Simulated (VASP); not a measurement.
Crystal: CuW2.

```
Cu W
1.0
     2.96821   -1.71326    0.00000
     2.96821    1.71326    0.00000
    -1.95711    0.00000    5.51013
Cu W
1 2
Cartesian
  0.0000 0.0000 0.0000
  3.9290 0.0000 1.2728
  0.0503 0.0000 4.2373
```

- Program: VASP 6.6.1
- Task: relaxation of cell and atoms
- Functional: PBE
- Potentials or basis: VASP PAW PBE potentials, release 64 (Cu, W_sv)
- Cutoff: 600 eV
- k mesh: 6 × 6 × 4
- Occupations: gaussian, width 0.1 eV
- Spin: no spin polarisation

At the start: pressure -3.7 GPa; volume 18.68 Å³/atom.

**Question.** Where does the relaxation end?

**Answer.** Over 83 steps the energy falls by 1840.1 meV/atom and the volume is 14.88 Å³/atom (-20.3 %); space group Fmmm (No. 69, to 0.05 Å).

The path:
| step | energy change (eV) | largest force (eV/Å) | pressure (GPa) | volume (Å³) |
| --- | --- | --- | --- | --- |
| 1 | 0.0000 | 2.9801 | -3.66 | 56.04 |
| 4 | -1.2556 | 4.4521 | 3.78 | 49.64 |
| 7 | -1.9048 | 4.4795 | 25.97 | 45.11 |
| 10 | -2.4736 | 1.4842 | 25.88 | 45.65 |
| 13 | -3.0815 | 0.6036 | -4.66 | 51.49 |
| 16 | -3.1473 | 0.0586 | -0.50 | 50.47 |
| 19 | -3.1585 | 0.0966 | 0.59 | 50.23 |
| 22 | -3.1834 | 0.2419 | -1.20 | 50.52 |
| 25 | -3.6081 | 1.0136 | 0.88 | 48.71 |
| 28 | -4.3278 | 4.5727 | 30.14 | 42.49 |
| 31 | -4.0648 | 5.4649 | 44.65 | 40.79 |
| 34 | -5.1202 | 0.2445 | -3.45 | 46.52 |
| 37 | -5.1277 | 0.3406 | -1.36 | 46.13 |
| 40 | -5.1873 | 0.2551 | 4.97 | 44.68 |
| 43 | -5.2123 | 0.2843 | -0.19 | 45.47 |
| 46 | -5.2266 | 0.1937 | -0.62 | 45.49 |
| 49 | -5.2304 | 0.3203 | 5.31 | 44.27 |
| 52 | -5.2351 | 0.2668 | 3.01 | 44.69 |
| 55 | -5.2658 | 0.4276 | 4.31 | 44.28 |
| 58 | -5.3357 | 0.9522 | 8.92 | 43.28 |
| 61 | -5.3445 | 1.0282 | 9.56 | 43.14 |
| 64 | -5.3737 | 1.0164 | 7.81 | 43.35 |
| 67 | -5.4369 | 0.6515 | -7.83 | 46.05 |
| 70 | -5.4883 | 0.4273 | -2.02 | 44.93 |
| 73 | -5.5089 | 0.1650 | 0.23 | 44.60 |
| 76 | -5.5165 | 0.1234 | 0.09 | 44.64 |
| 79 | -5.5193 | 0.0510 | 0.16 | 44.65 |
| 82 | -5.5202 | 0.0329 | -0.14 | 44.67 |
| 83 | -5.5202 | 0.0372 | -0.02 | 44.65 |

Final structure:
```
Cu W
1.0
     2.09786   -1.63283   -0.24385
     2.09786    1.63283   -0.24385
    -1.31847    0.00000    6.67106
Cu W
1 2
Direct
  0.00000 0.00000 0.00000
  0.66365 0.66365 0.32435
  0.33635 0.33635 0.67565
```

Caveat: the volume moved by over 15 % at a fixed basis, so the end points are rough.
